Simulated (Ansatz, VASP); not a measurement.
GaSb in VASP and in Ansatz

```
CELL_PARAMETERS angstrom
0.00000 3.06588 3.06588
3.06588 0.00000 3.06588
3.06588 3.06588 0.00000
ATOMIC_POSITIONS crystal
Ga 0.00000 0.00000 0.00000
Sb 0.25000 0.25000 0.25000
```

Alike in both runs: task single point; functional PBE; k mesh 8 × 8 × 8; occupations fermi-dirac, width 0.02 eV; no spin polarisation.

|  | VASP | Ansatz |
| --- | --- | --- |
| version | VASP 6.6.1 | Ansatz 0.2.0 |
| potentials or method | VASP PAW PBE potentials, release 64 (Ga_d, Sb) | plane waves, PAW |
| plane-wave cutoff (eV) | 520 | 420 |
| valence electrons in the cell | 18 | 28 |

|  | VASP | Ansatz | Ansatz less VASP |
| --- | --- | --- | --- |
| pressure (GPa) | 2.0 | 2.0 | -0.07 |

With one functional, cell and mesh, what is left measures potentials, basis and numerics. VASP's potentials hold 18 valence electrons a cell and Ansatz's 28, so a difference there can come from the potentials and not from the codes.

Spin-orbit coupling is off throughout.
